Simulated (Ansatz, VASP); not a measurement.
MgO: VASP beside Ansatz

File INCAR:

```
  ALGO = Normal
  EDIFF = 1E-6
  ENCUT = 520
  GGA = PS
  ISIF = 2
  ISMEAR = 0
  LASPH = True
  LCHARG = False
  LREAL = False
  LWAVE = False
  NBANDS = 16
  NELM = 60
  PREC = Accurate
  SIGMA = 0.05
```

Contents of KPOINTS:

```
k-points
0
Gamma
  9 9 6
```

File POSCAR:

```
MgO
1.0
    3.3965520429      0.0000000000      0.0000000000
   -1.6982760214      2.9415003544      0.0000000000
    0.0000000000      0.0000000000      4.7480401007
Mg O
2 2
Direct
    0.3333333333      0.6666666667     -0.0199501180
    0.6666666667      0.3333333333      0.4800498820
    0.3333333333      0.6666666667      0.4009416620
    0.6666666667      0.3333333333      0.9009416620
```

Input for Ansatz:

```yaml
crystal:
  lattice:
    - [3.3965520429, 0.0, 0.0]
    - [-1.6982760214, 2.9415003544, 0.0]
    - [0.0, 0.0, 4.7480401007]
  atoms:
    - { symbol: Mg, position: [0.3333333333, 0.6666666667, -0.019950118] }
    - { symbol: Mg, position: [0.6666666667, 0.3333333333, 0.480049882] }
    - { symbol: O, position: [0.3333333333, 0.6666666667, 0.400941662] }
    - { symbol: O, position: [0.6666666667, 0.3333333333, 0.900941662] }
basis:
  ecutwfc: 520.0
kpoints:
  mp_grid: { grid: [9, 9, 6] }
hamiltonian:
  xc: pbesol
  pseudopotentials: { kind: paw, azcp: { folder: soft_1 } }
scf:
  occupations: { method: gaussian, width: 0.05 }
output:
  forces: true
  stress: true
  eigenvalues: true
```

Alike in both runs: task single point; functional PBEsol; k mesh 9 × 9 × 6; occupations gaussian, width 0.05 eV; no spin polarisation.

|  | VASP | Ansatz |
| --- | --- | --- |
| version | VASP 6.6.1 | Ansatz 0.2.0 |
| potentials or method | VASP PAW PBE potentials, release 64 (Mg, O), cutoff 520 eV | scalar-relativistic, plane waves, PAW |
| valence electrons in the cell | 16 | 32 |

```csv
,VASP,Ansatz,Ansatz less VASP
gap on the k mesh at the Fermi level (eV),3.09,3.10,+0.008
least direct gap on the mesh (eV),3.09,3.10,+0.008
pressure (GPa),-2.5,-2.2,+0.37
"traceless stress, the component that is largest in VASP (GPa)",1.84,1.79,-0.050
rms of the force components (eV/Å),0.097,0.096,-0.0004
```

VASP's potentials were made for PBE, not for PBEsol, and Ansatz warns of the same on its side. Atom by atom the forces differ by 0.000 eV/Å (rms over components). VASP's potentials hold 16 valence electrons a cell and Ansatz's 32, so a difference there can come from the potentials and not from the codes.
